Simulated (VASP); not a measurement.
# ScGa7N8 (a cell with a defect) in VASP: a series of runs

The runs below take ScGa7N8 (a cell with a defect) through single point, with PBEsol.

Program: VASP 6.6.1. These are calculated values, not measurements. Logs are shortened: lines on timing, memory, paths and dates and some standing lists are left out, and cuts for length are marked.

## 1. The cell of the first run

The cell holds a defect, 16 atoms: a = 8.996 Å, b = 4.498 Å, c = 4.498 Å, α = 90.00°, β = 90.00°, γ = 90.00°.

## 2. Single point, PBEsol

File INCAR:

```
SYSTEM = ScGa7N8
PREC = Accurate ; ENCUT = 520
EDIFF = 1E-6 ; ISMEAR = -1
SIGMA = 0.05 ; LREAL = Auto
LASPH = .TRUE. ; NELM = 120
ALGO = Normal ; ISIF = 2
LWAVE = .FALSE. ; LCHARG = .FALSE.
GGA = PS ; ISYM = -1
NBANDS = 85 ; GGA_COMPAT = .FALSE.
```

File KPOINTS:

```
explicit points
1
Reciprocal
  0.25000000   0.25000000   0.25000000 1
```

File POSCAR:

```
ScGa7N8
1.0
    8.9962420000      0.0000000000      0.0000000000
    0.0000000000      4.4981210000      0.0000000000
    0.0000000000      0.0000000000      4.4981210000
Ga N Sc
7 8 1
Direct
    0.9979720000      0.9953510000      0.9941790000
    0.4792500000      0.9871150000      0.0054910000
    0.2308010000      0.5148800000      0.9812600000
    0.7676710000      0.4918760000      0.0026360000
    0.2492490000      0.9952000000      0.5145280000
    0.7435770000      0.0358130000      0.4930970000
    0.9959770000      0.4647230000      0.4930720000
    0.1203890000      0.2399440000      0.2412600000
    0.6107410000      0.2526600000      0.2847500000
    0.4006020000      0.7230920000      0.2770970000
    0.8961760000      0.7313750000      0.2822470000
    0.3735600000      0.2225280000      0.7570160000
    0.8619790000      0.2369410000      0.7644290000
    0.1176960000      0.7346440000      0.7713310000
    0.6275550000      0.7569420000      0.7352380000
    0.4844920000      0.5496960000      0.5045560000
```

Potentials or basis: VASP PAW PBE potentials, release 64 (Ga_d, N, Sc_sv).

On the command line:

```sh
$ cat potpaw_PBE.64/Ga_d/POTCAR potpaw_PBE.64/N/POTCAR potpaw_PBE.64/Sc_sv/POTCAR > POTCAR
$ mpirun -np 1 vasp_std > vasp.out
```

OUTCAR:

```text
SYSTEM = ScGa7N8
   PREC = Accurate
   ENCUT = 520
   EDIFF = 1E-6
   ISMEAR = -1
   LREAL = Auto
   LASPH = .TRUE.
   NELM = 120
   ISIF = 2
   GGA = PS
   ISYM = -1

 ion  position               nearest neighbor table
   1  0.998  0.995  0.994-  14 1.88   8 1.91  13 1.94  11 1.98
   2  0.479  0.987  0.005-  12 1.81  10 1.84  15 2.08   9 2.10  16 2.99  16 2.99
   3  0.231  0.515  0.981-  14 1.70   8 1.97  12 2.10  10 2.23  16 3.14
   4  0.768  0.492  0.003-  13 1.78  11 2.02  15 2.11   9 2.18
   5  0.249  0.995  0.515-  12 1.87   8 2.02  14 2.03  10 2.12  16 2.91
   6  0.744  0.036  0.493-   9 1.80  13 1.86  15 1.96  11 2.16
   7  0.996  0.465  0.493-  11 1.77   8 1.89  13 2.00  14 2.06
   8  0.120  0.240  0.241-   7 1.89   1 1.91   3 1.97   5 2.02
   9  0.611  0.253  0.285-   6 1.80  16 2.01   2 2.10   4 2.18
  10  0.401  0.723  0.277-  16 1.49   2 1.84   5 2.12   3 2.23
  11  0.896  0.731  0.282-   7 1.77   1 1.98   4 2.02   6 2.16
  12  0.374  0.223  0.757-   2 1.81   5 1.87   3 2.10  16 2.11
  13  0.862  0.237  0.764-   4 1.78   6 1.86   1 1.94   7 2.00
  14  0.118  0.735  0.771-   3 1.70   1 1.88   5 2.03   7 2.06
  15  0.628  0.757  0.735-  16 1.90   6 1.96   2 2.08   4 2.11
  16  0.484  0.550  0.505-  10 1.49  15 1.90   9 2.01  12 2.11   5 2.91   2 2.99   2 2.99   3 3.14

IMPORTANT INFORMATION: All symmetrisations will be switched off!
NOSYMM: (Re-)initialisation of all symmetry stuff for point group C_1.

----------------------------------------------------------------------------------------

                                     Primitive cell

  volume of cell :     182.0218

  direct lattice vectors                    reciprocal lattice vectors
     8.996242000  0.000000000  0.000000000     0.111157526  0.000000000  0.000000000
     0.000000000  4.498121000  0.000000000     0.000000000  0.222315051  0.000000000
     0.000000000  0.000000000  4.498121000     0.000000000  0.000000000  0.222315051

  length of vectors
     8.996242000  4.498121000  4.498121000     0.111157526  0.222315051  0.222315051

  position of ions in fractional coordinates (direct lattice)
     0.997972000  0.995351000  0.994179000
     0.479250000  0.987115000  0.005491000
     0.230801000  0.514880000  0.981260000
     0.767671000  0.491876000  0.002636000
     0.249249000  0.995200000  0.514528000
     0.743577000  0.035813000  0.493097000
[... 8 lines left out ...]
     0.627555000  0.756942000  0.735238000
     0.484492000  0.549696000  0.504556000

  ion indices of the primitive-cell ions
   primitive index   ion index
                 1           1
                 2           2
                 3           3
                 4           4
                 5           5
[... 47 lines left out ...]
   ISIF   =      2    stress and relaxation
   ISYM   =     -1    0-nonsym 1-usesym 2-fastsym
   POTIM  = 0.5000    time-step for ionic-motion
   TEBEG  =    0.0;   TEEND  =   0.0 temperature during run
   PSTRESS=    0.0 pullay stress
   NELECT =     142.0000    total number of electrons
   NUPDOWN=      -1.0000    fix difference up-down
   EMIN   =  10.00;   EMAX   =-10.00  energy-range for DOS
   EFERMI =   0.00;   METHOD = LEGACY
   ISMEAR =    -1;   SIGMA  =   0.05  broadening in eV -4-tet -1-fermi 0-gaus
   EFERMI_NEDOS =   21; number of points for ismear=-14 and -15
   IALGO  =     38    algorithm
   IMIX   =      4    mixing-type and parameters
     AMIX     =   0.40;   BMIX     =  1.00
     AMIX_MAG =   1.60;   BMIX_MAG =  1.00
  volume/ion in A,a.u.               =      11.38        76.77
  Fermi-wavevector in a.u.,A,eV,Ry     =   1.507057  2.847926 30.901854  2.271222
  Thomas-Fermi vector in A             =   2.617694
   LORBIT       =      0    0 simple, 1 ext, 2 COOP (PROOUT), +10 PAW based schemes
   GGA     = PS    functional components
   LHFCALC =     F    Hartree Fock is set to
   AEXX    =    0.0000 exact exchange contribution
   IVDW    =     0    specifies the selected vdW correction
   LEPSILON=     F    determine dielectric tensor
   LRPA    =     F    only Hartree local field effects (RPA)
 non-spin polarized calculation
  energy-cutoff  :      520.00
  volume of cell :      182.02
 maximum number of plane-waves:      4902
 NGX is ok and might be reduce to    70
   NGX = 33   NGY = 17   NGZ = 17

 number of electron     142.0000003 magnetization

 Free energy of the ion-electron system (eV)
  ---------------------------------------------------
  ext. energy  EPLUGINS =         0.00000000
  ---------------------------------------------------
  free energy    TOTEN  =      -101.19797695 eV

  energy without entropy =     -101.19797695  energy(sigma->0) =     -101.19797695

 E-fermi :   6.8095     XC(G=0): -11.9028

 val. band max:        5.5357631022   @ k =   0.2500   0.2500   0.2500
 cond. band min:       8.3270216892   @ k =   0.2500   0.2500   0.2500
 fundamental gap:      2.7912585870
 Fermi energy:         6.8094881828

 k-point     1 :       0.2500    0.2500    0.2500
  band No.  band energies     occupation
      1     -40.0446      2.00000
      2     -20.6243      2.00000
      3     -18.9055      2.00000
      4     -18.7870      2.00000
      5     -11.2648      2.00000
      6     -10.6951      2.00000
[... 75 lines left out ...]
     82      11.7818      0.00000
     83      12.2893      0.00000
 [bands above 83 left out]

------------------------ aborting loop because EDIFF is reached ----------------------------------------

  FORCE on cell =-STRESS in cart. coord.  units (eV):
  Direction    XX          YY          ZZ          XY          YZ          ZX
  --------------------------------------------------------------------------------------
  -------------------------------------------------------------------------------------
  Total       17.7090387     21.7066735     26.6923932    -11.6812082    -19.7292265     17.7561362
  in kB      155.8770480    191.0647011    234.9495939   -102.8193729   -173.6589797    156.2916058
  external PRESSURE =     193.9637810 kB  Pullay stress =       0.0000000 kB

 VOLUME and BASIS-vectors are now :
 -----------------------------------------------------------------------------
  energy-cutoff  :      520.00
  volume of cell :      182.02
      direct lattice vectors                 reciprocal lattice vectors
     8.996242000  0.000000000  0.000000000     0.111157526  0.000000000  0.000000000
     0.000000000  4.498121000  0.000000000     0.000000000  0.222315051  0.000000000
     0.000000000  0.000000000  4.498121000     0.000000000  0.000000000  0.222315051

 POSITION                                       TOTAL-FORCE (eV/Angst)
 -----------------------------------------------------------------------------------
      8.97800      4.47721      4.47194        -0.882883     -0.704097      0.924567
      4.31145      4.44016      0.02470         4.098992      0.952384      0.113007
      2.07634      2.31599      4.41383         4.073982     -3.824609      3.106914
      6.90615      2.21252      0.01186        -3.632803      2.376079      1.542630
      2.24230      4.47653      2.31441        -0.391399     -0.150390     -0.902412
      6.68940      0.16109      2.21801        -0.387741     -2.942770      0.690794
[... 8 lines left out ...]
      5.64564      3.40482      3.30719         2.901297      1.326592      3.221846
      4.35861      2.47260      2.26955        10.616926    -15.326764     15.909728
 -----------------------------------------------------------------------------------
    total drift:                               -0.003390     -0.000947     -0.004678

  FREE ENERGIE OF THE ION-ELECTRON SYSTEM (eV)
  ---------------------------------------------------
  free  energy   TOTEN  =      -101.1979769510 eV

  energy  without entropy=     -101.1979769510  energy(sigma->0) =     -101.19797695
```

Run time: 40 s. Hardware: 1 thread of AMD EPYC 9R45 (Zen 5), shared host; peak memory 0.26 GiB.

What came out:

- Free energy: -101.1980 eV
- Pressure: 19.4 GPa
- Largest force: 26.166 eV/Å

Forces in eV/Å, atoms in the order of the input:
```
Ga   -0.883  -0.704   0.925
Ga    4.099   0.952   0.113
Ga    4.074  -3.825   3.107
Ga   -3.633   2.376   1.543
Ga   -0.391  -0.150  -0.902
Ga   -0.388  -2.943   0.691
Ga    0.752  -0.084   2.012
N     1.045  -0.528   0.628
N     1.329   0.368  -3.514
N   -15.875  12.566 -16.576
N    -2.673   2.430  -2.411
N    -2.679   1.842  -0.023
N     3.167  -0.587  -0.927
N    -1.462   2.287  -3.796
N     2.901   1.327   3.222
Sc   10.617 -15.327  15.910
```

Caveat: atoms lie so close that the PAW spheres overlap strongly, which falsifies energies and pressures; the PAW data sets were made with another functional, which shifts forces and pressure a little.

## 3. Single point, PBEsol

File INCAR:

```
ALGO = Normal
EDIFF = 1E-6
ENCUT = 520
GGA = PS
GGA_COMPAT = F
ISIF = 2
ISMEAR = -1
ISYM = -1
LASPH = T
LCHARG = T
LELF = T
LREAL = Auto
LVHAR = T
LWAVE = F
NBANDS = 85
NELM = 120
PREC = Accurate
SIGMA = 0.05
```

KPOINTS is that of step 2.

POSCAR is that of step 2.

Potentials or basis: VASP PAW PBE potentials, release 64 (Ga_d, N, Sc_sv).

On the command line:

```sh
$ cat potpaw_PBE.64/Ga_d/POTCAR potpaw_PBE.64/N/POTCAR potpaw_PBE.64/Sc_sv/POTCAR > POTCAR
$ mpirun -np 1 vasp_std > vasp.out
```

OUTCAR:

```text
EDIFF = 1E-6
   ENCUT = 520
   GGA = PS
   ISIF = 2
   ISMEAR = -1
   ISYM = -1
   LASPH = T
   LREAL = Auto
   NELM = 120
   PREC = Accurate

 ion  position               nearest neighbor table
   1  0.998  0.995  0.994-  14 1.88   8 1.91  13 1.94  11 1.98
   2  0.479  0.987  0.005-  12 1.81  10 1.84  15 2.08   9 2.10  16 2.99  16 2.99
   3  0.231  0.515  0.981-  14 1.70   8 1.97  12 2.10  10 2.23  16 3.14
   4  0.768  0.492  0.003-  13 1.78  11 2.02  15 2.11   9 2.18
   5  0.249  0.995  0.515-  12 1.87   8 2.02  14 2.03  10 2.12  16 2.91
   6  0.744  0.036  0.493-   9 1.80  13 1.86  15 1.96  11 2.16
   7  0.996  0.465  0.493-  11 1.77   8 1.89  13 2.00  14 2.06
   8  0.120  0.240  0.241-   7 1.89   1 1.91   3 1.97   5 2.02
   9  0.611  0.253  0.285-   6 1.80  16 2.01   2 2.10   4 2.18
  10  0.401  0.723  0.277-  16 1.49   2 1.84   5 2.12   3 2.23
  11  0.896  0.731  0.282-   7 1.77   1 1.98   4 2.02   6 2.16
  12  0.374  0.223  0.757-   2 1.81   5 1.87   3 2.10  16 2.11
  13  0.862  0.237  0.764-   4 1.78   6 1.86   1 1.94   7 2.00
  14  0.118  0.735  0.771-   3 1.70   1 1.88   5 2.03   7 2.06
  15  0.628  0.757  0.735-  16 1.90   6 1.96   2 2.08   4 2.11
  16  0.484  0.550  0.505-  10 1.49  15 1.90   9 2.01  12 2.11   5 2.91   2 2.99   2 2.99   3 3.14

IMPORTANT INFORMATION: All symmetrisations will be switched off!
NOSYMM: (Re-)initialisation of all symmetry stuff for point group C_1.

----------------------------------------------------------------------------------------

                                     Primitive cell

  volume of cell :     182.0218

  direct lattice vectors                    reciprocal lattice vectors
     8.996242000  0.000000000  0.000000000     0.111157526  0.000000000  0.000000000
     0.000000000  4.498121000  0.000000000     0.000000000  0.222315051  0.000000000
     0.000000000  0.000000000  4.498121000     0.000000000  0.000000000  0.222315051

  length of vectors
     8.996242000  4.498121000  4.498121000     0.111157526  0.222315051  0.222315051

  position of ions in fractional coordinates (direct lattice)
     0.997972000  0.995351000  0.994179000
     0.479250000  0.987115000  0.005491000
     0.230801000  0.514880000  0.981260000
     0.767671000  0.491876000  0.002636000
     0.249249000  0.995200000  0.514528000
     0.743577000  0.035813000  0.493097000
[... 8 lines left out ...]
     0.627555000  0.756942000  0.735238000
     0.484492000  0.549696000  0.504556000

  ion indices of the primitive-cell ions
   primitive index   ion index
                 1           1
                 2           2
                 3           3
                 4           4
                 5           5
                 6           6
[... 8 lines left out ...]
                15          15
                16          16

----------------------------------------------------------------------------------------

 KPOINTS: explicit points

Read explicit list of k-points.

 Found      1 k-points:

 Following reciprocal coordinates:
            Coordinates               Weight
  0.250000  0.250000  0.250000      1.000000
   k-points           NKPTS =      1   k-points in BZ     NKDIM =      1   number of bands    NBANDS=     85
   number of dos      NEDOS =    301   number of ions     NIONS =     16
   total plane-waves  NPLWV =  90720
   dimension x,y,z NGX =    70 NGY =   36 NGZ =   36
   dimension x,y,z NGXF=   140 NGYF=   72 NGZF=   72
   ions per type =               7   8   1
   NGX,Y,Z   is equivalent  to a cutoff of  12.94, 13.31, 13.31 a.u.
   NGXF,Y,Z  is equivalent  to a cutoff of  25.87, 26.61, 26.61 a.u.
 SYSTEM =  unknown system
   PREC   = accura    normal or accurate (medium, high low for compatibility)
   ISTART =      0    job   : 0-new  1-cont  2-samecut
   ICHARG =      2    charge: 1-file 2-atom 10-const
   ISPIN  =      1    spin polarized calculation?
   LNONCOLLINEAR =      F non collinear calculations
   LSORBIT =      F    spin-orbit coupling
   LASPH  =      T    aspherical Exc in radial PAW
   ENCUT  =  520.0 eV  38.22 Ry    6.18 a.u.  16.73  8.36  8.36*2*pi/ulx,y,z
   NELM   =    120;   NELMIN=  2; NELMDL= -5     # of ELM steps
   EDIFF  = 0.1E-05   stopping-criterion for ELM
   LREAL  =      T    real-space projection
   EDIFFG = 0.1E-04   stopping-criterion for IOM
   NSW    =      0    number of steps for IOM
   IBRION =     -1    ionic relax: 0-MD 1-quasi-New 2-CG
   NFREE  =      0    steps in history (QN), initial steepest desc. (CG)
   ISIF   =      2    stress and relaxation
   ISYM   =     -1    0-nonsym 1-usesym 2-fastsym
   POTIM  = 0.5000    time-step for ionic-motion
   TEBEG  =    0.0;   TEEND  =   0.0 temperature during run
   PSTRESS=    0.0 pullay stress
   NELECT =     142.0000    total number of electrons
   NUPDOWN=      -1.0000    fix difference up-down
   EMIN   =  10.00;   EMAX   =-10.00  energy-range for DOS
   EFERMI =   0.00;   METHOD = LEGACY
   ISMEAR =    -1;   SIGMA  =   0.05  broadening in eV -4-tet -1-fermi 0-gaus
   EFERMI_NEDOS =   21; number of points for ismear=-14 and -15
   IALGO  =     38    algorithm
   IMIX   =      4    mixing-type and parameters
     AMIX     =   0.40;   BMIX     =  1.00
     AMIX_MAG =   1.60;   BMIX_MAG =  1.00
  volume/ion in A,a.u.               =      11.38        76.77
  Fermi-wavevector in a.u.,A,eV,Ry     =   1.507057  2.847926 30.901854  2.271222
  Thomas-Fermi vector in A             =   2.617694
   LORBIT       =      0    0 simple, 1 ext, 2 COOP (PROOUT), +10 PAW based schemes
   GGA     = PS    functional components
   LHFCALC =     F    Hartree Fock is set to
   AEXX    =    0.0000 exact exchange contribution
   IVDW    =     0    specifies the selected vdW correction
   LEPSILON=     F    determine dielectric tensor
   LRPA    =     F    only Hartree local field effects (RPA)
 non-spin polarized calculation
  energy-cutoff  :      520.00
  volume of cell :      182.02
 maximum number of plane-waves:      4902
 NGX is ok and might be reduce to    70
   NGX = 33   NGY = 17   NGZ = 17

 number of electron     142.0000003 magnetization

 Free energy of the ion-electron system (eV)
  ---------------------------------------------------
  ext. energy  EPLUGINS =         0.00000000
  ---------------------------------------------------
  free energy    TOTEN  =      -101.19797695 eV

  energy without entropy =     -101.19797695  energy(sigma->0) =     -101.19797695

 E-fermi :   6.8095     XC(G=0): -11.9028

 val. band max:        5.5357631022   @ k =   0.2500   0.2500   0.2500
 cond. band min:       8.3270216892   @ k =   0.2500   0.2500   0.2500
 fundamental gap:      2.7912585870
 Fermi energy:         6.8094881828

 k-point     1 :       0.2500    0.2500    0.2500
  band No.  band energies     occupation
      1     -40.0446      2.00000
      2     -20.6243      2.00000
      3     -18.9055      2.00000
      4     -18.7870      2.00000
      5     -11.2648      2.00000
      6     -10.6951      2.00000
[... 75 lines left out ...]
     82      11.7818      0.00000
     83      12.2893      0.00000
 [bands above 83 left out]

------------------------ aborting loop because EDIFF is reached ----------------------------------------

  FORCE on cell =-STRESS in cart. coord.  units (eV):
  Direction    XX          YY          ZZ          XY          YZ          ZX
  --------------------------------------------------------------------------------------
  -------------------------------------------------------------------------------------
  Total       17.7090387     21.7066735     26.6923932    -11.6812082    -19.7292265     17.7561362
  in kB      155.8770480    191.0647011    234.9495939   -102.8193729   -173.6589797    156.2916058
  external PRESSURE =     193.9637810 kB  Pullay stress =       0.0000000 kB

 VOLUME and BASIS-vectors are now :
 -----------------------------------------------------------------------------
  energy-cutoff  :      520.00
  volume of cell :      182.02
      direct lattice vectors                 reciprocal lattice vectors
     8.996242000  0.000000000  0.000000000     0.111157526  0.000000000  0.000000000
     0.000000000  4.498121000  0.000000000     0.000000000  0.222315051  0.000000000
     0.000000000  0.000000000  4.498121000     0.000000000  0.000000000  0.222315051

 POSITION                                       TOTAL-FORCE (eV/Angst)
 -----------------------------------------------------------------------------------
      8.97800      4.47721      4.47194        -0.882883     -0.704097      0.924567
      4.31145      4.44016      0.02470         4.098992      0.952384      0.113007
      2.07634      2.31599      4.41383         4.073982     -3.824609      3.106914
      6.90615      2.21252      0.01186        -3.632803      2.376079      1.542630
      2.24230      4.47653      2.31441        -0.391399     -0.150390     -0.902412
      6.68940      0.16109      2.21801        -0.387741     -2.942770      0.690794
[... 8 lines left out ...]
      5.64564      3.40482      3.30719         2.901297      1.326592      3.221846
      4.35861      2.47260      2.26955        10.616926    -15.326764     15.909728
 -----------------------------------------------------------------------------------
    total drift:                               -0.003390     -0.000947     -0.004678

  FREE ENERGIE OF THE ION-ELECTRON SYSTEM (eV)
  ---------------------------------------------------
  free  energy   TOTEN  =      -101.1979769510 eV

  energy  without entropy=     -101.1979769510  energy(sigma->0) =     -101.19797695
```

It took 40 s on 1 thread of AMD EPYC 9R45 (Zen 5), shared host; peak memory 0.25 GiB.

What came out:

```
Free energy   : -101.1980 eV
Pressure      : 19.4 GPa
Largest force : 26.166 eV/Å
```

Forces in eV/Å, atoms in the order of the input:
```
Ga   -0.883  -0.704   0.925
Ga    4.099   0.952   0.113
Ga    4.074  -3.825   3.107
Ga   -3.633   2.376   1.543
Ga   -0.391  -0.150  -0.902
Ga   -0.388  -2.943   0.691
Ga    0.752  -0.084   2.012
N     1.045  -0.528   0.628
N     1.329   0.368  -3.514
N   -15.875  12.566 -16.576
N    -2.673   2.430  -2.411
N    -2.679   1.842  -0.023
N     3.167  -0.587  -0.927
N    -1.462   2.287  -3.796
N     2.901   1.327   3.222
Sc   10.617 -15.327  15.910
```

Stress tensor (GPa, compression positive):
```
 15.59 -10.28  15.63
-10.28  19.11 -17.37
 15.63 -17.37  23.49
```

Levels at points of the mesh, in eV from the Fermi level:
| k point | band 67 | band 68 | band 69 | band 70 | band 71 | band 72 | band 73 | band 74 | band 75 | band 76 |
| --- | --- | --- | --- | --- | --- | --- | --- | --- | --- | --- |
| (0.25, 0.25, 0.25) | -2.69 | -2.44 | -2.12 | -1.59 | -1.27 | 1.52 | 1.95 | 2.37 | 2.67 | 3.04 |

Caveat: atoms lie so close that the PAW spheres overlap strongly, which falsifies energies and pressures; the PAW data sets were made with another functional, which shifts forces and pressure a little.
